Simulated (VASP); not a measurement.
# P (P-1) in VASP: notebook

Runs on P. Level: r2SCAN. Tasks: single point.

Program: VASP 6.6.1. These are calculated values, not measurements. Logs are shortened: lines on timing, memory, paths and dates and some standing lists are left out, and cuts for length are marked.

## (1) The cell of the first run

The typed cell holds 2 atoms: a = 2.425 Å, b = 2.439 Å, c = 4.852 Å, α = 90.00°, β = 90.24°, γ = 90.00°.

## (2) Single point, r2SCAN

Input file POSCAR:

```
P
1.0
    2.4246941115      0.0000000000      0.0000000000
    0.0000000000      2.4385351442      0.0000000000
   -0.0203144631      0.0000000000      4.8524328982
P
2
Direct
    0.0016850000     -0.0076760000      0.7560080000
    0.9949390000     -0.0000510000      0.2438230000
```

Input file INCAR.step1:

```
SYSTEM = P
ALGO = Normal
EDIFF = 1E-4
ENCUT = 520
GGA = PE
ISMEAR = -1
LASPH = .TRUE.
LCHARG = .FALSE.
LREAL = .FALSE.
LWAVE = .TRUE.
NBANDS = 12
NELM = 80
PREC = Accurate
SIGMA = 0.05
```

Input file INCAR.step2:

```
SYSTEM = P
ALGO = Normal
EDIFF = 1E-6
ENCUT = 520
ISIF = 2
ISMEAR = -1
ISTART = 1
LASPH = .TRUE.
LCHARG = .TRUE.
LELF = .TRUE.
LMIXTAU = .TRUE.
LREAL = .FALSE.
LVHAR = .TRUE.
LWAVE = .FALSE.
METAGGA = R2SCAN
NBANDS = 12
NELM = 80
PREC = Accurate
SIGMA = 0.05
```

Input file KPOINTS:

```
k-points
0
G
  8 8 4
  0 0 0
```

Potentials or basis: VASP PAW PBE potentials, release 64 (P).

The run is started by

```console
> cat potpaw_PBE.64/P/POTCAR > POTCAR
> cp INCAR.step1 INCAR
> mpirun -np 1 vasp_std > vasp.out
> cp INCAR.step2 INCAR
> mpirun -np 1 vasp_std > vasp.out
```

OUTCAR:

```text
SYSTEM = P
   EDIFF = 1E-6
   ENCUT = 520
   ISIF = 2
   ISMEAR = -1
   ISTART = 1
   LASPH = .TRUE.
   LREAL = .FALSE.
   METAGGA = R2SCAN
   NELM = 80
   PREC = Accurate

 ion  position               nearest neighbor table
   1  0.002  0.992  0.756-   2 2.37   2 2.49
   2  0.995  1.000  0.244-   1 2.37   1 2.49

  LATTYP: Found a simple monoclinic cell.
 ALAT       =     2.4246941115
 B/A-ratio  =     1.0057083624
 C/A-ratio  =     2.0012732318
 COS(beta)  =    -0.0041864124

  Lattice vectors:

 A1 = (   2.4246941115,   0.0000000000,   0.0000000000)
 A2 = (   0.0000000000,   2.4385351442,   0.0000000000)
 A3 = (  -0.0203144631,   0.0000000000,   4.8524328982)

Analysis of symmetry for initial positions (statically):
=====================================================================
 Subroutine PRICEL returns:
 Original cell was already a primitive cell.

 Routine SETGRP: Setting up the symmetry group for a
 simple monoclinic supercell.

 Subroutine GETGRP returns: Found  2 space group operations
 (whereof  1 operations were pure point group operations)
 out of a pool of  4 trial point group operations.

The static configuration has the point symmetry C_1 .
 The point group associated with its full space group is S_2 .

Analysis of symmetry for dynamics (positions and initial velocities):
=====================================================================
 Subroutine PRICEL returns:
 Original cell was already a primitive cell.

 Routine SETGRP: Setting up the symmetry group for a
 simple monoclinic supercell.

 Subroutine GETGRP returns: Found  2 space group operations
 (whereof  1 operations were pure point group operations)
 out of a pool of  4 trial point group operations.

The dynamic configuration has the point symmetry C_1 .
 The point group associated with its full space group is S_2 .

 Subroutine INISYM returns: Found  2 space group operations
 (whereof  1 operations are pure point group operations),
 and found     1 'primitive' translations

----------------------------------------------------------------------------------------

                                     Primitive cell

  volume of cell :      28.6910

  direct lattice vectors                    reciprocal lattice vectors
     2.424694112  0.000000000  0.000000000     0.412423157  0.000000000  0.001726589
     0.000000000  2.438535144  0.000000000     0.000000000  0.410082259  0.000000000
    -0.020314463  0.000000000  4.852432898     0.000000000  0.000000000  0.206082190

  length of vectors
     2.424694112  2.438535144  4.852475421     0.412426771  0.410082259  0.206082190

  position of ions in fractional coordinates (direct lattice)
     0.001685000  0.992324000  0.756008000
     0.994939000  0.999949000  0.243823000

  ion indices of the primitive-cell ions
   primitive index   ion index
                 1           1
                 2           2

----------------------------------------------------------------------------------------

 KPOINTS: k-points

Automatic generation of k-mesh.
 Grid dimensions read from file:
 generate k-points for:    8    8    4

 Generating k-lattice:

  Cartesian coordinates                     Fractional coordinates (reciprocal lattice)
     0.051552895  0.000000000  0.000215824     0.125000000  0.000000000  0.000000000
     0.000000000  0.051260282  0.000000000     0.000000000  0.125000000  0.000000000
     0.000000000  0.000000000  0.051520548     0.000000000  0.000000000  0.250000000

  Length of vectors
     0.051553346  0.051260282  0.051520548

  Shift w.r.t. Gamma in fractional coordinates (k-lattice)
     0.000000000  0.000000000  0.000000000

 Subroutine IBZKPT returns following result:
 ===========================================

 Found    132 irreducible k-points:

 Following reciprocal coordinates:
            Coordinates               Weight
  0.000000  0.000000  0.000000      1.000000
  0.125000  0.000000  0.000000      2.000000
  0.250000  0.000000  0.000000      2.000000
  0.375000  0.000000 -0.000000      2.000000
  0.500000  0.000000  0.000000      1.000000
  0.000000  0.125000  0.000000      2.000000
[... 16 lines left out ...]
  0.125000  0.375000  0.000000      2.000000
 -0.125000  0.375000  0.000000      2.000000
 [... further k-points ...]
   k-points           NKPTS =    132   k-points in BZ     NKDIM =    132   number of bands    NBANDS=     12
   number of dos      NEDOS =    301   number of ions     NIONS =      2
   total plane-waves  NPLWV =  11664
   dimension x,y,z NGX =    18 NGY =   18 NGZ =   36
   dimension x,y,z NGXF=    36 NGYF=   36 NGZF=   72
   ions per type =               2
   NGX,Y,Z   is equivalent  to a cutoff of  12.34, 12.27, 12.33 a.u.
   NGXF,Y,Z  is equivalent  to a cutoff of  24.68, 24.54, 24.67 a.u.
 SYSTEM =  P
   PREC   = accura    normal or accurate (medium, high low for compatibility)
   ISTART =      1    job   : 0-new  1-cont  2-samecut
   ICHARG =      0    charge: 1-file 2-atom 10-const
   ISPIN  =      1    spin polarized calculation?
   LNONCOLLINEAR =      F non collinear calculations
   LSORBIT =      F    spin-orbit coupling
   LASPH  =      T    aspherical Exc in radial PAW
   ENCUT  =  520.0 eV  38.22 Ry    6.18 a.u.   4.51  4.53  9.02*2*pi/ulx,y,z
   NELM   =     80;   NELMIN=  2; NELMDL=  0     # of ELM steps
   EDIFF  = 0.1E-05   stopping-criterion for ELM
   LREAL  =      F    real-space projection
   EDIFFG = 0.1E-04   stopping-criterion for IOM
   NSW    =      0    number of steps for IOM
   IBRION =     -1    ionic relax: 0-MD 1-quasi-New 2-CG
   NFREE  =      0    steps in history (QN), initial steepest desc. (CG)
   ISIF   =      2    stress and relaxation
   ISYM   =      2    0-nonsym 1-usesym 2-fastsym
   POTIM  = 0.5000    time-step for ionic-motion
   TEBEG  =    0.0;   TEEND  =   0.0 temperature during run
   PSTRESS=    0.0 pullay stress
   NELECT =      10.0000    total number of electrons
   NUPDOWN=      -1.0000    fix difference up-down
   EMIN   =  10.00;   EMAX   =-10.00  energy-range for DOS
   EFERMI =   0.00;   METHOD = LEGACY
   ISMEAR =    -1;   SIGMA  =   0.05  broadening in eV -4-tet -1-fermi 0-gaus
   EFERMI_NEDOS =   21; number of points for ismear=-14 and -15
   IALGO  =     38    algorithm
   IMIX   =      4    mixing-type and parameters
     AMIX     =   0.40;   BMIX     =  1.00
     AMIX_MAG =   1.60;   BMIX_MAG =  1.00
  volume/ion in A,a.u.               =      14.35        96.81
  Fermi-wavevector in a.u.,A,eV,Ry     =   1.152107  2.177167 18.059715  1.327352
  Thomas-Fermi vector in A             =   2.288761
   LORBIT       =      0    0 simple, 1 ext, 2 COOP (PROOUT), +10 PAW based schemes
   METAGGA = R2SCAN    functional components
   LHFCALC =     F    Hartree Fock is set to
   AEXX    =    0.0000 exact exchange contribution
   IVDW    =     0    specifies the selected vdW correction
   LEPSILON=     F    determine dielectric tensor
   LRPA    =     F    only Hartree local field effects (RPA)
 non-spin polarized calculation
  energy-cutoff  :      520.00
  volume of cell :       28.69
 maximum number of plane-waves:       793
   NGX =  9   NGY =  9   NGZ = 19

 number of electron      10.0000000 magnetization

 Free energy of the ion-electron system (eV)
  ---------------------------------------------------
  ext. energy  EPLUGINS =         0.00000000
  ---------------------------------------------------
  free energy    TOTEN  =       -17.57896099 eV

  energy without entropy =      -17.57110379  energy(sigma->0) =      -17.57503239

 E-fermi :   9.8065     XC(G=0): -11.9429

 val. band max:        9.8018997575   @ k =  -0.2500   0.1250  -0.2500
 cond. band min:       9.8426080866   @ k =  -0.2500   0.3750   0.5000
 fundamental gap:      0.0407083291
 Fermi energy:         9.8064647987

 k-point     1 :       0.0000    0.0000    0.0000
  band No.  band energies     occupation
      1      -7.6956      2.00000
      2      -3.0309      2.00000
      3       0.6117      2.00000
      4      15.0549      0.00000
      5      15.2881      0.00000
      6      15.3281      0.00000
      7      16.9105      0.00000
      8      16.9748      0.00000
      9      18.1863      0.00000
     10      18.4357      0.00000
     11      19.6439      0.00000
     12      24.8995      0.00000

 k-point     2 :       0.1250    0.0000    0.0000
  band No.  band energies     occupation
      1      -7.3154      2.00000
      2      -2.6466      2.00000
      3       0.9512      2.00000
      4      11.1389      0.00000
      5      14.6576      0.00000
      6      15.3589      0.00000
      7      15.6136      0.00000
      8      17.2161      0.00000
      9      18.4731      0.00000
     10      20.6448      0.00000
     11      21.0731      0.00000
     12      22.6395      0.00000

 k-point     3 :       0.2500    0.0000    0.0000
  band No.  band energies     occupation
      1      -6.1955      2.00000
      2      -1.5066      2.00000
      3       1.9259      2.00000
      4       6.5873      2.00000
      5      10.4072      0.00001
      6      16.2261      0.00000
      7      16.3296      0.00000
      8      16.5059      0.00000
      9      18.0433      0.00000
     10      19.2926      0.00000
     11      23.5274      0.00000
     12      25.0413      0.00000
[... 286 lines left out ...]
 k-point    23 :       0.1250    0.3750    0.0000
  band No.  band energies     occupation
      1      -4.1358      2.00000
      2       0.6485      2.00000
      3       2.9989      2.00000
      4       3.5925      2.00000
      5       6.8646      2.00000
      6      12.9746      0.00000
      7      13.8000      0.00000
      8      17.7964      0.00000
      9      18.0994      0.00000
     10      21.5092      0.00000
     11      22.9534      0.00000
     12      23.6076      0.00000

 k-point    24 :      -0.1250    0.3750    0.0000
  band No.  band energies     occupation
      1      -4.1358      2.00000
      2       0.6485      2.00000
      3       2.9989      2.00000
      4       3.5925      2.00000
      5       6.8647      2.00000
      6      12.9745      0.00000
      7      13.7997      0.00000
      8      17.7962      0.00000
      9      18.0999      0.00000
     10      21.5105      0.00000
     11      22.9524      0.00000
     12      23.6073      0.00000

 [... further k-points ...]

------------------------ aborting loop because EDIFF is reached ----------------------------------------

  FORCE on cell =-STRESS in cart. coord.  units (eV):
  Direction    XX          YY          ZZ          XY          YZ          ZX
  --------------------------------------------------------------------------------------
  -------------------------------------------------------------------------------------
  Total        0.3646667      0.2562287     -0.1959583      0.0026051     -0.0145691     -0.0059009
  in kB       20.3639122     14.3084564    -10.9428053      0.1454737     -0.8135734     -0.3295200
  external PRESSURE =       7.9098544 kB  Pullay stress =       0.0000000 kB

 VOLUME and BASIS-vectors are now :
 -----------------------------------------------------------------------------
  energy-cutoff  :      520.00
  volume of cell :       28.69
      direct lattice vectors                 reciprocal lattice vectors
     2.424694112  0.000000000  0.000000000     0.412423157  0.000000000  0.001726589
     0.000000000  2.438535144  0.000000000     0.000000000  0.410082259  0.000000000
    -0.020314463  0.000000000  4.852432898     0.000000000  0.000000000  0.206082190

 POSITION                                       TOTAL-FORCE (eV/Angst)
 -----------------------------------------------------------------------------------
     -0.01127      2.41982      3.66848        -0.040597      0.040541      0.109255
      2.40747      2.43841      1.18313         0.040597     -0.040541     -0.109255
 -----------------------------------------------------------------------------------
    total drift:                               -0.000023     -0.000051      0.000001

  FREE ENERGIE OF THE ION-ELECTRON SYSTEM (eV)
  ---------------------------------------------------
  free  energy   TOTEN  =       -17.5789609884 eV

  energy  without entropy=      -17.5711037877  energy(sigma->0) =      -17.57503239
```

It took 2 min on 1 thread of AMD EPYC 9755, shared host; peak memory 0.11 GiB.

What came out:

```
Free energy            : -17.5790 eV
Pressure               : 0.8 GPa
Largest force          : 0.123 eV/Å
Band gap on the k mesh : zero (bands 5 and 6 overlap by 10.41 eV)
```

Forces in eV/Å, atoms in the order of the input:
```
P   -0.041  0.041  0.109
P    0.041 -0.041 -0.109
```

Stress tensor (GPa, compression positive):
```
 2.04  0.01 -0.03
 0.01  1.43 -0.08
-0.03 -0.08 -1.09
```

Levels at points of the mesh, in eV from the Fermi level:
```csv
k point,band 1,band 2,band 3,band 4,band 5,band 6,band 7,band 8,band 9,band 10
"(0.00, 0.00, 0.00)",-17.50,-12.84,-9.19,5.25,5.48,5.52,7.10,7.17,8.38,8.63
"(0.50, 0.00, 0.00)",-12.86,-9.20,-7.70,-5.68,-5.59,1.23,8.36,8.61,9.81,11.31
"(0.00, 0.50, 0.00)",-12.98,-9.19,-7.84,-5.72,-5.61,1.22,8.51,8.54,9.78,11.47
"(0.50, 0.50, 0.00)",-7.87,-5.73,-5.62,-2.46,-2.38,-2.30,-1.29,1.22,4.96,5.01
"(0.00, 0.00, 0.50)",-16.23,-15.75,-3.49,-2.94,6.24,6.49,6.62,6.87,8.10,8.41
"(0.50, 0.00, 0.50)",-11.59,-11.05,-8.06,-7.70,0.26,0.92,6.38,6.71,9.28,9.67
"(0.00, 0.50, 0.50)",-11.71,-11.16,-8.05,-7.68,0.17,0.82,6.38,6.72,9.44,9.84
"(0.50, 0.50, 0.50)",-6.67,-5.99,-4.67,-4.55,-4.29,-4.18,2.47,2.78,4.62,5.46
```

Caveat: the PAW data sets were made with another functional, which shifts forces and pressure a little.

## (3) Single point, r2SCAN

POSCAR is that of step 2.

Input file INCAR.step1:

```
ALGO = Normal
EDIFF = 1E-4
ENCUT = 520
GGA = PE
ISMEAR = -1
LASPH = T
LCHARG = F
LREAL = F
LWAVE = T
NBANDS = 12
NELM = 100
PREC = Accurate
SIGMA = 0.05
```

Input file INCAR.step2:

```
ALGO = Normal
EDIFF = 1E-6
ENCUT = 520
ISIF = 2
ISMEAR = -1
ISTART = 1
LASPH = T
LCHARG = T
LELF = T
LMIXTAU = T
LREAL = F
LVHAR = T
LWAVE = F
METAGGA = R2SCAN
NBANDS = 12
NELM = 100
PREC = Accurate
SIGMA = 0.05
```

Input file KPOINTS:

```
k-points
0
Gamma
  10 10 5
```

Potentials or basis: VASP PAW PBE potentials, release 64 (P).

The run is started by

```console
> cat potpaw_PBE.64/P/POTCAR > POTCAR
> cp INCAR.step1 INCAR
> mpirun -np 1 vasp_std > vasp.out
> cp INCAR.step2 INCAR
> mpirun -np 1 vasp_std > vasp.out
```

It took 3.6 min on 1 thread of AMD EPYC 9755, shared host; peak memory 0.14 GiB.

It converged, with:

```
Free energy            : -17.6801 eV
Pressure               : 0.4 GPa
Largest force          : 0.070 eV/Å
Band gap on the k mesh : zero (bands 5 and 6 overlap by 9.82 eV)
```

Forces on the atoms (eV/Å):
```
P   -0.033  0.036 -0.051
P    0.033 -0.036  0.051
```

Stress tensor (GPa, compression positive):
```
 0.49 -0.01  0.35
-0.01 -0.71 -0.02
 0.35 -0.02  1.55
```

Levels at points of the mesh, in eV from the Fermi level:
```csv
k point,band 3,band 4,band 5,band 6,band 7,band 8
"(0.00, 0.00, 0.00)",-9.38,5.05,5.28,5.32,6.90,6.97
"(0.50, 0.00, 0.00)",-7.90,-5.87,-5.79,1.04,8.16,8.42
"(0.00, 0.50, 0.00)",-8.04,-5.91,-5.81,1.02,8.31,8.35
"(0.50, 0.50, 0.00)",-5.83,-2.66,-2.58,-2.51,-1.48,1.01
```

Caveat: the PAW data sets were made with another functional, which shifts forces and pressure a little.

The gap in the log of VASP goes by the Fermi energy; the results here count the filled bands.